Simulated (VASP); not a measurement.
A run of VASP 6.6.1:

INCAR

```
  ALGO = Normal
  EDIFF = 1E-7
  EDIFFG = -0.01
  ENCUT = 600
  GGA = PE
  GGA_COMPAT = F
  IBRION = 2
  ISIF = 3
  ISMEAR = -1
  ISPIN = 2
  LASPH = T
  LCHARG = F
  LMAXMIX = 4
  LORBIT = 11
  LREAL = F
  LWAVE = F
  MAGMOM = 4 -4 0 0
  NELM = 200
  NELMIN = 4
  NSW = 80
  PREC = Accurate
  SIGMA = 0.05
```

The input KPOINTS:

```
k-points
0
Gamma
  1 1 1
```

The input POSCAR:

```
FeO
1.0
    4.1437396134      2.0718698067      2.0718698067
    2.0718698067      4.1437396134      2.0718698067
    2.0718698067      2.0718698067      4.1437396134
Fe O
2 2
Direct
    0.0000000000      0.0000000000      0.0000000000
    0.5000000000      0.5000000000      0.5000000000
    0.2500000000      0.2500000000      0.2500000000
    0.7500000000      0.7500000000      0.7500000000
```

Potentials or basis: VASP PAW PBE potentials, release 64 (Fe, O).

The run is started by

```console
$ cat potpaw_PBE.64/Fe/POTCAR potpaw_PBE.64/O/POTCAR > POTCAR
$ mpirun -np 1 vasp_gam > vasp.out
```

Hardware: 1 thread of AMD EPYC 9R45 (Zen 5), on a shared host.

Question: How long does it take, and how much memory?

Answer: Wall time 100 s on 1 thread of AMD EPYC 9R45 (Zen 5), with other jobs on the host, peak memory 0.26 GiB. Counts: scf iterations 78, k points 1, ion steps 8.
